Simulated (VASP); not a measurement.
Input of a VASP 6.6.1 run:

File INCAR:

```
  ALGO = Normal
  EDIFF = 1E-7
  ENCUT = 520
  GGA = PE
  ISIF = 2
  ISMEAR = 0
  LASPH = True
  LCHARG = False
  LREAL = False
  LWAVE = False
  NBANDS = 30
  NELM = 80
  PREC = Accurate
  SIGMA = 0.1
```

The input KPOINTS:

```
k-points
0
Gamma
  3 3 1
```

Contents of POSCAR:

```
Mg12Au
1.0
    6.4200000000      0.0000000000      0.0000000000
    3.2100000000      5.5598830000      0.0000000000
    0.0000000000      0.0000000000     16.2130400000
Mg Au
12 1
Direct
    0.0000000000      0.0000000000      0.0616786858
    0.5000000000      0.0000000000      0.0616786858
   -0.0000000450      0.5000000899      0.0616786858
    0.4999999550      0.5000000899      0.0616786858
   -0.1621075306      0.3320219148      0.2239202518
    0.3277643939      0.3368369442      0.2166430231
   -0.1623734703      0.8315547288      0.2237077686
    0.3379982295      0.8317144444      0.2199582558
    0.0195355915     -0.0085325537      0.3905987403
    0.4909277218      0.0263732168      0.3719571407
   -0.0379769091      0.5202600486      0.3930508406
    0.4906444322      0.4850357463      0.3719525148
    0.4942780504      0.7537984163      0.4883260635
```

Potentials or basis: VASP PAW PBE potentials, release 64 (Mg, Au).

Command:

```console
$ cat potpaw_PBE.64/Mg/POTCAR potpaw_PBE.64/Au/POTCAR > POTCAR
$ mpirun -np 1 vasp_std > vasp.out
```

(1) What does it give for the largest force?

(2) Estimate the band gap on the k mesh.

Results:

(1) 0.104 eV/Å.

(2) zero (an odd number of electrons rules out a gap without spin polarisation).

Caveat: the k points lie up to 0.38 Å⁻¹ apart, too coarse for converged energies and pressures of a metal; spin-orbit coupling is left out, which moves the levels of the heavy elements.
